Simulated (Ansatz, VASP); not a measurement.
## Mo4C: VASP beside Ansatz

INCAR

```
SYSTEM = Mo4C
ALGO     = Normal         ! electronic algorithm
DIPOL    = 0.5 0.5 0.340
EDIFF    = 1E-6           ! SCF threshold, eV
ENCUT    = 520            ! plane-wave cutoff, eV
GGA      = CA             ! functional
IDIPOL   = 3            
ISIF     = 2              ! what is computed and relaxed
ISMEAR   = 0              ! smearing method
LASPH    = .True.         ! aspherical terms in the spheres
LCHARG   = .False.        ! write CHGCAR
LDIPOL   = .True.       
LREAL    = .False.        ! projectors in reciprocal space
LWAVE    = .False.        ! write WAVECAR
NBANDS   = 38             ! bands
NELM     = 100            ! most SCF steps
PREC     = Accurate       ! precision mode
SIGMA    = 0.1            ! smearing width, eV
```

The input KPOINTS:

```
k-points
0
Gamma
  9 9 1
  0 0 0
```

Contents of POSCAR:

```
Mo4C
1.0
    3.1111816891      0.0000000000      0.0000000000
    0.0000000000      3.1111816891      0.0000000000
    0.0000000000      0.0000000000     21.5098172784
Mo C
4 1
Direct
    0.5000000000      0.5000000000      0.1859615983
    0.0000000000      0.0000000000      0.2582816382
    0.5000000000      0.5000000000      0.3325055024
    0.0000000000      0.0000000000      0.3956248056
    0.3750000000      0.3750000000      0.5281224443
```

Input for Ansatz:

```yaml
crystal:
  lattice:
    - [3.1111816891, 0.0, 0.0]
    - [0.0, 3.1111816891, 0.0]
    - [0.0, 0.0, 21.5098172784]
  atoms:
    - { symbol: Mo, position: [0.5, 0.5, 0.1859615983] }
    - { symbol: Mo, position: [0.0, 0.0, 0.2582816382] }
    - { symbol: Mo, position: [0.5, 0.5, 0.3325055024] }
    - { symbol: Mo, position: [0.0, 0.0, 0.3956248056] }
    - { symbol: C, position: [0.375, 0.375, 0.5281224443] }
basis:
  ecutwfc: 420
kpoints:
  mp_grid: { grid: [9, 9, 1] }
hamiltonian:
  xc: lda
scf:
  occupations: { method: gaussian, width: 0.1 }
output:
  forces: true
  eigenvalues: true
  write_density: true
  write_potential: true
  elf: true
  volumetric_format: npy
efield:
  axis: 3
  dipole_correction: true
  ramp_width: 0.04
```

Alike in both runs: task single point; functional LDA; k mesh 9 × 9 × 1; occupations gaussian, width 0.1 eV; no spin polarisation.

```csv
,VASP,Ansatz
version,VASP 6.6.1,Ansatz 0.2.0
potentials or method,"VASP PAW LDA potentials, release 64 (Mo_sv, C), cutoff 520 eV","scalar-relativistic, plane waves, PAW"
valence electrons in the cell,60,60
```

|  | VASP | Ansatz | Ansatz less VASP |
| --- | --- | --- | --- |
| gap on the k mesh at the Fermi level (eV) | none | none | - |
| rms of the force components (eV/Å) | 0.928 | 0.922 | -0.0058 |

LDA's correlation is that of Perdew and Zunger in VASP and of Perdew and Wang (1992) in Ansatz. Atom by atom the forces differ by 0.029 eV/Å (rms over components). A gap of «none» marks a metal or a gap that the smearing closes. Ansatz's warnings: xc potential rough in thin density.
